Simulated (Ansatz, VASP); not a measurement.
## Two plane-wave programs on K

```
CELL_PARAMETERS angstrom
9.23554 0.00000 0.00000
0.00000 9.23554 0.00000
0.00000 0.00000 5.15120
ATOMIC_POSITIONS crystal
K 0.00000 0.00000 0.00000
```

Alike in both runs: task single point; functional LDA; k mesh 6 × 6 × 12; occupations gaussian, width 0.15 eV; no spin polarisation.

|  | VASP | Ansatz |
| --- | --- | --- |
| version | VASP 6.6.1 | Ansatz 0.2.0 |
| potentials or method | VASP PAW LDA potentials, release 64 (K_sv), cutoff 520 eV | scalar-relativistic, plane waves, PAW |
| valence electrons in the cell | 9 | 9 |

|  | VASP | Ansatz | Ansatz less VASP |
| --- | --- | --- | --- |
| gap on the k mesh at the Fermi level (eV) | none | none | - |
| pressure (GPa) | -0.1 | -0.1 | 0.00 |
| traceless stress, the component that is largest in VASP (GPa) | -0.21 | -0.21 | 0.000 |

LDA's correlation is that of Perdew and Zunger in VASP and of Perdew and Wang (1992) in Ansatz. A gap of «none» marks a metal or a gap that the smearing closes.
